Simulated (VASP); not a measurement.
# CoBr3 (Pm-3m) in VASP: a series of runs

CoBr3 is run at these levels: PBE+U; tasks: single point.

Everything below comes from runs of VASP 6.6.1. Logs are shortened: lines on timing, memory, paths and dates and some standing lists are left out, and cuts for length are marked.

### 1 The cell of the first run

Symmetry: Pm-3m, No. 221, cubic system. Conventional cell: a = 5.153 Å, b = 5.153 Å, c = 5.153 Å, α = 90.00°, β = 90.00°, γ = 90.00°. Co (site symmetry m-3m) has 6 Br at 2.58 Å within 3.4 Å. Br (site symmetry 4/mmm) has 2 Co at 2.58 Å within 3.4 Å.

### 2 Single point, PBE+U, collinear spin (34.20 Å³/atom)

INCAR

```
PREC     = Accurate       # precision mode
ENCUT    = 520            # plane-wave cutoff, eV
EDIFF    = 1E-6           # SCF threshold, eV
ISMEAR   = 0              # smearing method
SIGMA    = 0.05           # smearing width, eV
LREAL    = False          # projectors in reciprocal space
LASPH    = True           # aspherical terms in the spheres
NELM     = 150            # most SCF steps
ALGO     = Normal         # electronic algorithm
ISIF     = 2              # what is computed and relaxed
LWAVE    = False          # write WAVECAR
LCHARG   = False          # write CHGCAR
ISPIN    = 2              # spin polarisation
MAGMOM   = 2.81 -0.13 -0.13 -0.13 # initial moments
LORBIT   = 11             # projections on sites
LMAXMIX  = 4              # l up to which the mixer works
LDAU     = True           # DFT+U
LDAUTYPE = 2            
LDAUL    = 2 -1           # shell
LDAUU    = 3.3 0          # U, eV
LDAUJ    = 0 0          
LDAUPRINT= 1            
GGA      = PE             # functional
NBANDS   = 27             # bands
```

KPOINTS

```
regular mesh
0
Gamma
  6 6 6
```

POSCAR

```
CoBr3
1.0
    5.1526900640      0.0000000000      0.0000000000
    0.0000000000      5.1526900640      0.0000000000
    0.0000000000      0.0000000000      5.1526900640
Co Br
1 3
Direct
    0.0000000000      0.0000000000      0.0000000000
    0.5000000000      0.0000000000      0.0000000000
    0.0000000000      0.0000000000      0.5000000000
    0.0000000000      0.5000000000      0.0000000000
```

Potentials or basis: VASP PAW PBE potentials, release 64 (Co, Br).

Launch:

```bash
cat potpaw_PBE.64/Co/POTCAR potpaw_PBE.64/Br/POTCAR > POTCAR
mpirun -np 1 vasp_std > vasp.out
```

OUTCAR:

```text
PREC = Accurate
   ENCUT = 520
   EDIFF = 1E-6
   ISMEAR = 0
   LREAL = False
   LASPH = True
   NELM = 150
   ISIF = 2
   ISPIN = 2
   LORBIT = 11
   GGA = PE

 ion  position               nearest neighbor table
   1  0.000  0.000  0.000-   2 2.58   3 2.58   4 2.58   3 2.58   4 2.58   2 2.58
   2  0.500  0.000  0.000-   1 2.58   1 2.58
   3  0.000  0.000  0.500-   1 2.58   1 2.58
   4  0.000  0.500  0.000-   1 2.58   1 2.58

  LATTYP: Found a simple cubic cell.
 ALAT       =     5.1526900640

  Lattice vectors:

 A1 = (   5.1526900640,   0.0000000000,   0.0000000000)
 A2 = (   0.0000000000,   5.1526900640,   0.0000000000)
 A3 = (   0.0000000000,   0.0000000000,   5.1526900640)

Analysis of symmetry for initial positions (statically):
=====================================================================
 Subroutine PRICEL returns:
 Original cell was already a primitive cell.

 Routine SETGRP: Setting up the symmetry group for a
 simple cubic supercell.

 Subroutine GETGRP returns: Found 48 space group operations
 (whereof 48 operations were pure point group operations)
 out of a pool of 48 trial point group operations.

The static configuration has the point symmetry O_h .

Analysis of symmetry for dynamics (positions and initial velocities):
=====================================================================
 Subroutine PRICEL returns:
 Original cell was already a primitive cell.

 Routine SETGRP: Setting up the symmetry group for a
 simple cubic supercell.

 Subroutine GETGRP returns: Found 48 space group operations
 (whereof 48 operations were pure point group operations)
 out of a pool of 48 trial point group operations.

The dynamic configuration has the point symmetry O_h .

Analysis of structural, dynamic, and magnetic symmetry:
=====================================================================
 Subroutine PRICEL returns:
 Original cell was already a primitive cell.

 Routine SETGRP: Setting up the symmetry group for a
 simple cubic supercell.

[... 173 lines left out ...]
  o =  0.9058  v =  0.0000  0.0000 -1.0000  0.0000  0.0014  0.0000  0.0000  0.0000  0.0000  0.0000      0.0000  0.0000  0.0000  0.0000  0.0000  0.0000  0.0000  0.0000  0.0000  0.0000
  o =  0.9058  v =  0.0000  0.0000 -0.0014 -0.0000 -1.0000  0.0000  0.0000  0.0000  0.0000  0.0000      0.0000  0.0000  0.0000  0.0000  0.0000  0.0000  0.0000  0.0000  0.0000  0.0000
  o =  0.9579  v =  1.0000  0.0000  0.0000  0.0000  0.0000  0.0000  0.0000  0.0000  0.0000  0.0000      0.0000  0.0000  0.0000  0.0000  0.0000  0.0000  0.0000  0.0000  0.0000  0.0000
  o =  0.9579  v =  0.0000  0.9965  0.0000  0.0835  0.0000  0.0000  0.0000  0.0000  0.0000  0.0000      0.0000  0.0000  0.0000  0.0000  0.0000  0.0000  0.0000  0.0000  0.0000  0.0000
  o =  0.9579  v =  0.0000 -0.0835 -0.0000  0.9965 -0.0000  0.0000  0.0000  0.0000  0.0000  0.0000      0.0000  0.0000  0.0000  0.0000  0.0000  0.0000  0.0000  0.0000  0.0000  0.0000

 number of electron      30.0000011 magnetization       2.6055095

 Free energy of the ion-electron system (eV)
  ---------------------------------------------------
  ext. energy  EPLUGINS =         0.00000000
  ---------------------------------------------------
  free energy    TOTEN  =        -9.83041513 eV

  energy without entropy =       -9.81560138  energy(sigma->0) =       -9.82300826

 E-fermi :  -0.8995     XC(G=0):  -7.4573

 val. band max:       -0.9155859206   @ k =   0.3333   0.3333   0.1667
 cond. band min:      -0.8986650579   @ k =   0.3333   0.3333   0.0000
 fundamental gap:      0.0169208627
 Fermi energy:        -0.8995220941

 spin component 1

 k-point     1 :       0.0000    0.0000    0.0000
  band No.  band energies     occupation
      1     -15.1120      1.00000
      2     -14.2896      1.00000
      3     -14.2896      1.00000
      4      -4.1778      1.00000
      5      -4.1777      1.00000
      6      -4.1371      1.00000
[... 589 lines left out ...]
     26      10.5308      0.00000
     27      10.5308      0.00000
 Fermi energy:        -0.8995220941

 spin component 2

 k-point     1 :       0.0000    0.0000    0.0000
  band No.  band energies     occupation
      1     -15.0127      1.00000
      2     -14.1439      1.00000
      3     -14.1439      1.00000
      4      -4.0961      1.00000
      5      -4.0961      1.00000
      6      -4.0961      1.00000
[... 589 lines left out ...]
     26      10.6268      0.00000
     27      10.6268      0.00000

------------------------ aborting loop because EDIFF is reached ----------------------------------------

  FORCE on cell =-STRESS in cart. coord.  units (eV):
  Direction    XX          YY          ZZ          XY          YZ          ZX
  --------------------------------------------------------------------------------------
  -------------------------------------------------------------------------------------
  Total       -1.3668599     -1.3668599     -1.3668599     -0.0000000      0.0000000     -0.0000000
  in kB      -16.0078322    -16.0078322    -16.0078322     -0.0000000      0.0000000     -0.0000000
  external PRESSURE =     -16.0078322 kB  Pullay stress =       0.0000000 kB

 VOLUME and BASIS-vectors are now :
 -----------------------------------------------------------------------------
  energy-cutoff  :      520.00
  volume of cell :      136.81
      direct lattice vectors                 reciprocal lattice vectors
     5.152690064  0.000000000  0.000000000     0.194073384  0.000000000  0.000000000
     0.000000000  5.152690064  0.000000000     0.000000000  0.194073384  0.000000000
     0.000000000  0.000000000  5.152690064     0.000000000  0.000000000  0.194073384

 POSITION                                       TOTAL-FORCE (eV/Angst)
 -----------------------------------------------------------------------------------
      0.00000      0.00000      0.00000         0.000000      0.000000      0.000000
      2.57635      0.00000      0.00000         0.000000      0.000000      0.000000
      0.00000      0.00000      2.57635         0.000000      0.000000      0.000000
      0.00000      2.57635      0.00000         0.000000      0.000000      0.000000
 -----------------------------------------------------------------------------------
    total drift:                               -0.000000      0.000000     -0.000000

  FREE ENERGIE OF THE ION-ELECTRON SYSTEM (eV)
  ---------------------------------------------------
  free  energy   TOTEN  =        -9.8304151306 eV

  energy  without entropy=       -9.8156013817  energy(sigma->0) =       -9.82300826

 total charge

# of ion       s       p       d       tot
------------------------------------------
    1        0.281   0.271   7.186   7.739
    2        1.618   3.159   0.014   4.790
    3        1.618   3.159   0.014   4.790
    4        1.618   3.159   0.014   4.790
--------------------------------------------------
tot          5.135   9.747   7.227  22.109

 magnetization (x)

# of ion       s       p       d       tot
------------------------------------------
    1        0.026   0.015   2.163   2.205
    2        0.008   0.081   0.002   0.091
    3        0.008   0.081   0.002   0.091
    4        0.008   0.081   0.002   0.091
--------------------------------------------------
tot          0.051   0.260   2.169   2.479
```

OSZICAR:

```text
N       E                     dE             d eps       ncg     rms          rms(c)
DAV:   1     0.218747316605E+03    0.21875E+03   -0.11337E+04  2168   0.927E+02
DAV:   2     0.121496073219E+02   -0.20660E+03   -0.18900E+03  2424   0.214E+02
DAV:   3    -0.132285987493E+02   -0.25378E+02   -0.25096E+02  2714   0.853E+01
[... 33 lines left out ...]
DAV:  37    -0.983026984562E+01   -0.27803E-04   -0.70139E-06  2085   0.157E-02    0.142E-01
DAV:  38    -0.983039022024E+01   -0.12037E-03   -0.91797E-05  2729   0.131E-01    0.543E-02
DAV:  39    -0.983040061936E+01   -0.10399E-04   -0.15482E-05  2698   0.254E-02    0.418E-02
DAV:  40    -0.983041208112E+01   -0.11462E-04   -0.75406E-06  2316   0.366E-02    0.175E-02
DAV:  41    -0.983041492480E+01   -0.28437E-05   -0.41423E-06  2219   0.214E-02    0.694E-03
DAV:  42    -0.983041513060E+01   -0.20580E-06   -0.15233E-06  1383   0.166E-02
   1 F= -.98304151E+01 E0= -.98230083E+01  d E =-.148137E-01  mag=     2.6032
```

stdout:

```text
POSCAR found type information on POSCAR CoBr
 POSCAR found :  2 types and       4 ions
 scaLAPACK will be used
 LDA part: xc-table for (Slater+PW92), standard interpolation
 POSCAR, INCAR and KPOINTS ok, starting setup
 FFT: planning ... GRIDC
 FFT: planning ... GRID_SOFT
 FFT: planning ... GRID
 WAVECAR not read
 entering main loop
```

Wall time 3.2 min (1 thread of Intel Xeon 6975P-C (Granite Rapids), shared host); peak memory 0.36 GiB.

What came out:

| Property | Result |
| --- | --- |
| Free energy | -9.8304 eV |
| Pressure | -1.6 GPa |
| Net moment | 2.61 μB per cell |
| Site moments | Co +2.21; Br +0.09 μB |
| Valence electrons inside the program's atomic spheres | Co 7.74; Br 4.79 |

Eigenvalues of the final occupation matrices:
```csv
site,spin,trace,eigenvalues
site 1 d,1,4.69,0.91 0.91 0.96 0.96 0.96
site 1 d,2,2.52,0.11 0.11 0.77 0.77 0.77
```

### 3 Single point, PBE+U, collinear spin (34.87 Å³/atom)

This run uses another cell than the first one, of 34.87 Å³/atom.

INCAR

```
ALGO = Normal
EDIFF = 1E-6
ENCUT = 520
GGA = PE
ISIF = 2
ISMEAR = 0
ISPIN = 2
LASPH = T
LCHARG = F
LDAU = T
LDAUJ = 0 0
LDAUL = 2 -1
LDAUPRINT = 1
LDAUTYPE = 2
LDAUU = 3.3 0
LMAXMIX = 4
LORBIT = 11
LREAL = F
LWAVE = F
MAGMOM = 2.84 -0.13 -0.13 -0.13
NBANDS = 27
NELM = 150
PREC = Accurate
SIGMA = 0.05
```

KPOINTS

```
k-points
0
Gamma
  6 6 6
```

POSCAR

```
CoBr3
1.0
    5.1861500279      0.0000000000      0.0000000000
    0.0000000000      5.1861500279      0.0000000000
    0.0000000000      0.0000000000      5.1861500279
Co Br
1 3
Direct
    0.0000000000      0.0000000000      0.0000000000
    0.5000000000      0.0000000000      0.0000000000
    0.0000000000      0.0000000000      0.5000000000
    0.0000000000      0.5000000000      0.0000000000
```

Potentials or basis: VASP PAW PBE potentials, release 64 (Co, Br).

Launch:

```bash
cat potpaw_PBE.64/Co/POTCAR potpaw_PBE.64/Br/POTCAR > POTCAR
mpirun -np 1 vasp_std > vasp.out
```

Run time: 5.3 min. Hardware: 1 thread of Intel Xeon 6975P-C (Granite Rapids), shared host; peak memory 0.35 GiB.

It converged, with:

| Quantity | Value |
| --- | --- |
| Free energy | -9.7892 eV |
| Pressure | -1.3 GPa |
| Net moment | 3.69 μB per cell |
| Site moments | Co +2.48; Br +0.28 μB |
| Valence electrons inside the program's atomic spheres | Co 7.68; Br 4.79 |

Levels at points of the mesh, in eV from the Fermi level:
Spin up:
| k point | band 13 | band 14 | band 15 | band 16 | band 17 | band 18 | band 19 | band 20 | band 21 | band 22 |
| --- | --- | --- | --- | --- | --- | --- | --- | --- | --- | --- |
| (0.00, 0.00, 0.00) | -0.94 | -0.94 | -0.60 | -0.60 | -0.60 | 2.30 | 5.64 | 8.40 | 8.40 | 8.60 |
| (0.50, 0.00, 0.00) | -1.12 | -1.05 | -1.05 | -0.73 | -0.73 | 5.17 | 7.42 | 7.57 | 8.55 | 9.04 |
| (0.50, 0.50, 0.00) | -1.45 | -1.03 | -1.03 | -0.14 | 0.31 | 7.23 | 7.28 | 7.28 | 8.12 | 8.98 |
| (0.50, 0.50, 0.50) | -0.13 | -0.13 | -0.13 | 0.32 | 0.32 | 6.33 | 6.33 | 6.33 | 6.49 | 9.63 |
Spin down:
```tsv
k point	band 9	band 10	band 11	band 12	band 13	band 14	band 15	band 16	band 17	band 18
(0.00, 0.00, 0.00)	-0.75	-0.54	-0.54	-0.54	-0.26	-0.26	-0.26	2.05	2.05	2.88
(0.50, 0.00, 0.00)	-1.43	-0.75	-0.72	-0.37	-0.37	0.11	0.11	2.05	2.25	6.21
(0.50, 0.50, 0.00)	-1.61	-1.08	-1.08	-0.02	0.12	0.12	0.29	2.12	3.80	7.57
(0.50, 0.50, 0.50)	-1.93	-0.01	-0.01	-0.01	0.30	0.30	0.30	3.81	3.81	6.57
```

Eigenvalues of the final occupation matrices:
| site | spin | trace | eigenvalues |
| --- | --- | --- | --- |
| site 1 d | 1 | 4.80 | 0.96 0.96 0.96 0.96 0.96 |
| site 1 d | 2 | 2.33 | 0.12 0.12 0.70 0.70 0.70 |

### 4 Single point, PBE+U, collinear spin (35.88 Å³/atom)

This run uses another cell than the first one, of 35.88 Å³/atom.

INCAR

```
SYSTEM = CoBr3
ALGO = Normal
EDIFF = 1E-6
ENCUT = 520
GGA = PE
ISIF = 2
ISMEAR = 0
ISPIN = 2
LASPH = .True.
LCHARG = .True.
LDAU = .True.
LDAUJ = 0 0
LDAUL = 2 -1
LDAUPRINT = 1
LDAUTYPE = 2
LDAUU = 3.3 0
LELF = .True.
LMAXMIX = 4
LORBIT = 11
LREAL = .False.
LVHAR = .True.
LWAVE = .False.
MAGMOM = 2.88 -0.14 -0.14 -0.14
NBANDS = 27
NELM = 150
PREC = Accurate
SIGMA = 0.05
```

KPOINTS

```
k-points
0
Gamma
  6 6 6
  0 0 0
```

POSCAR

```
CoBr3
1.0
    5.2355449058      0.0000000000      0.0000000000
    0.0000000000      5.2355449058      0.0000000000
    0.0000000000      0.0000000000      5.2355449058
Co Br
1 3
Direct
    0.0000000000      0.0000000000      0.0000000000
    0.5000000000      0.0000000000      0.0000000000
    0.0000000000      0.0000000000      0.5000000000
    0.0000000000      0.5000000000      0.0000000000
```

Potentials or basis: VASP PAW PBE potentials, release 64 (Co, Br).

Launch:

```bash
cat potpaw_PBE.64/Co/POTCAR potpaw_PBE.64/Br/POTCAR > POTCAR
mpirun -np 1 vasp_std > vasp.out
```

OUTCAR:

```text
SYSTEM = CoBr3
   EDIFF = 1E-6
   ENCUT = 520
   GGA = PE
   ISIF = 2
   ISMEAR = 0
   ISPIN = 2
   LASPH = .True.
   LORBIT = 11
   LREAL = .False.
   NELM = 150
   PREC = Accurate

 ion  position               nearest neighbor table
   1  0.000  0.000  0.000-   2 2.62   3 2.62   4 2.62   3 2.62   4 2.62   2 2.62
   2  0.500  0.000  0.000-   1 2.62   1 2.62
   3  0.000  0.000  0.500-   1 2.62   1 2.62
   4  0.000  0.500  0.000-   1 2.62   1 2.62

  LATTYP: Found a simple cubic cell.
 ALAT       =     5.2355449058

  Lattice vectors:

 A1 = (   5.2355449058,   0.0000000000,   0.0000000000)
 A2 = (   0.0000000000,   5.2355449058,   0.0000000000)
 A3 = (   0.0000000000,   0.0000000000,   5.2355449058)

Analysis of symmetry for initial positions (statically):
=====================================================================
[... 1434 lines left out ...]

------------------------ aborting loop because EDIFF is reached ----------------------------------------

  FORCE on cell =-STRESS in cart. coord.  units (eV):
  Direction    XX          YY          ZZ          XY          YZ          ZX
  --------------------------------------------------------------------------------------
  -------------------------------------------------------------------------------------
  Total       -1.4167967     -1.4167967     -1.4167967     -0.0000000     -0.0000000      0.0000000
  in kB      -15.8173039    -15.8173039    -15.8173039     -0.0000000     -0.0000000      0.0000000
  external PRESSURE =     -15.8173039 kB  Pullay stress =       0.0000000 kB

 VOLUME and BASIS-vectors are now :
 -----------------------------------------------------------------------------
  energy-cutoff  :      520.00
  volume of cell :      143.51
      direct lattice vectors                 reciprocal lattice vectors
     5.235544906  0.000000000  0.000000000     0.191002086  0.000000000  0.000000000
     0.000000000  5.235544906  0.000000000     0.000000000  0.191002086  0.000000000
     0.000000000  0.000000000  5.235544906     0.000000000  0.000000000  0.191002086

 POSITION                                       TOTAL-FORCE (eV/Angst)
 -----------------------------------------------------------------------------------
      0.00000      0.00000      0.00000         0.000000      0.000000      0.000000
      2.61777      0.00000      0.00000         0.000000      0.000000      0.000000
      0.00000      0.00000      2.61777         0.000000      0.000000      0.000000
      0.00000      2.61777      0.00000         0.000000      0.000000      0.000000
 -----------------------------------------------------------------------------------
    total drift:                                0.000000      0.000000     -0.000000

  FREE ENERGIE OF THE ION-ELECTRON SYSTEM (eV)
  ---------------------------------------------------
  free  energy   TOTEN  =        -9.7529865560 eV

  energy  without entropy=       -9.7353465591  energy(sigma->0) =       -9.74416656

 total charge

# of ion       s       p       d       tot
------------------------------------------
    1        0.273   0.255   7.108   7.636
    2        1.617   3.164   0.011   4.792
    3        1.617   3.164   0.011   4.792
    4        1.617   3.164   0.011   4.792
--------------------------------------------------
tot          5.124   9.746   7.142  22.012

 magnetization (x)

# of ion       s       p       d       tot
------------------------------------------
    1        0.022   0.018   2.512   2.552
    2        0.016   0.300   0.002   0.318
    3        0.016   0.300   0.002   0.318
    4        0.016   0.300   0.002   0.318
--------------------------------------------------
tot          0.071   0.919   2.517   3.506
```

OSZICAR:

```text
N       E                     dE             d eps       ncg     rms          rms(c)
DAV:   1     0.214739492994E+03    0.21474E+03   -0.11374E+04  2160   0.926E+02
DAV:   2     0.116209113772E+02   -0.20312E+03   -0.18568E+03  2453   0.207E+02
[... 12 lines left out ...]
DAV:  15    -0.975313423874E+01    0.47179E-02   -0.52427E-02  2849   0.189E+00    0.437E-01
DAV:  16    -0.975295541166E+01    0.17883E-03   -0.47904E-03  2540   0.711E-01    0.149E-01
DAV:  17    -0.975298057580E+01   -0.25164E-04   -0.48911E-04  2636   0.221E-01    0.329E-02
DAV:  18    -0.975300684308E+01   -0.26267E-04   -0.23358E-04  2610   0.103E-01    0.101E-01
DAV:  19    -0.975298588693E+01    0.20956E-04   -0.11451E-04  2574   0.107E-01    0.566E-03
DAV:  20    -0.975298655600E+01   -0.66907E-06   -0.63947E-06  2357   0.162E-02
   1 F= -.97529866E+01 E0= -.97441666E+01  d E =-.176400E-01  mag=     3.8299
```

stdout:

```text
POSCAR found type information on POSCAR CoBr
 POSCAR found :  2 types and       4 ions
 scaLAPACK will be used
 LDA part: xc-table for (Slater+PW92), standard interpolation
 POSCAR, INCAR and KPOINTS ok, starting setup
 FFT: planning ... GRIDC
 FFT: planning ... GRID_SOFT
 FFT: planning ... GRID
 WAVECAR not read
 entering main loop
```

It took 92 s on 1 thread of Intel Xeon 6975P-C (Granite Rapids), shared host; peak memory 0.34 GiB.

What came out:

```
Free energy                                           : -9.7530 eV
Pressure                                              : -1.6 GPa
Net moment                                            : 3.83 μB per cell
Site moments                                          : Co +2.55; Br +0.32 μB
Valence electrons inside the program's atomic spheres : Co 7.64; Br 4.79
```

Levels at points of the mesh, in eV from the Fermi level:
Spin up:
| k point | band 14 | band 15 | band 16 | band 17 | band 18 | band 19 | band 20 | band 21 |
| --- | --- | --- | --- | --- | --- | --- | --- | --- |
| (0.00, 0.00, 0.00) | -0.93 | -0.61 | -0.61 | -0.61 | 2.20 | 5.66 | 8.41 | 8.41 |
| (0.50, 0.00, 0.00) | -1.04 | -1.04 | -0.73 | -0.73 | 5.00 | 7.42 | 7.56 | 8.39 |
| (0.50, 0.50, 0.00) | -1.02 | -1.02 | -0.17 | 0.22 | 7.00 | 7.20 | 7.20 | 8.10 |
| (0.50, 0.50, 0.50) | -0.16 | -0.16 | 0.23 | 0.23 | 6.29 | 6.29 | 6.29 | 6.55 |
Spin down:
```
           k point  band 9  band 10  band 11  band 12  band 13  band 14  band 15  band 16  band 17  band 18
(0.00, 0.00, 0.00)   -0.71    -0.50    -0.50    -0.50    -0.24    -0.24    -0.24     2.09     2.09     2.80
(0.50, 0.00, 0.00)   -1.35    -0.71    -0.67    -0.34    -0.34     0.11     0.11     2.09     2.25     6.04
(0.50, 0.50, 0.00)   -1.52    -1.01    -1.01    -0.01     0.12     0.12     0.29     2.14     3.74     7.50
(0.50, 0.50, 0.50)   -1.82     0.00     0.00     0.00     0.29     0.29     0.29     3.75     3.75     6.53
```

Eigenvalues of the final occupation matrices:
```tsv
site	spin	trace	eigenvalues
site 1 d	1	4.82	0.96 0.96 0.96 0.97 0.97
site 1 d	2	2.31	0.11 0.11 0.69 0.69 0.69
```

(Part 1 of 2 ends here.)
